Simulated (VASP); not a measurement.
A run of VASP 6.6.1 is set up as follows.

The input INCAR:

```
SYSTEM = Ta
PREC = Accurate ; ENCUT = 600
EDIFF = 1E-6 ; ISMEAR = 0
SIGMA = 0.1 ; LREAL = .FALSE.
LASPH = .TRUE. ; NELM = 60
ALGO = Fast ; ISIF = 3
LWAVE = .FALSE. ; LCHARG = .FALSE.
GGA = PE ; IBRION = 2
NSW = 100 ; EDIFFG = -0.01
```

The input KPOINTS:

```
Automatic mesh
0
G
  24 24 24
  0 0 0
```

POSCAR

```
Ta
1.0
   -1.6541562152      1.6541562152      1.6541562152
    1.6541562152     -1.6541562152      1.6541562152
    1.6541562152      1.6541562152     -1.6541562152
Ta
1
Direct
    0.0000000000      0.0000000000      0.0000000000
```

Potentials or basis: VASP PAW PBE potentials, release 64 (Ta_pv).

Launch:

```bash
$ cat potpaw_PBE.64/Ta_pv/POTCAR > POTCAR
$ mpirun -np 1 vasp_std > vasp.out
```

Q: Predict the relaxed cell.

A: a = 2.875 Å, b = 2.875 Å, c = 2.875 Å, α = 109.47°, β = 109.47°, γ = 109.47°.

Q: Estimate the band gap on the k mesh.

A: Zero (an odd number of electrons rules out a gap without spin polarisation).

Q: What does it give for the space group after relaxing (to 0.1 Å)?

A: Im-3m (No. 229).

Q: What does it give for the relaxed volume?

A: 18.29 Å³/atom.

Step by step:
| step | energy change (eV) | largest force (eV/Å) | pressure (GPa) | volume (Å³) |
| --- | --- | --- | --- | --- |
| 1 | 0.0000 | 0.0000 | 2.07 | 18.10 |
| 2 | 0.0050 | 0.0000 | -4.43 | 18.73 |
| 3 | -0.0012 | 0.0000 | 0.00 | 18.29 |

Caveat: spin-orbit coupling is left out, which moves the levels of the heavy elements.
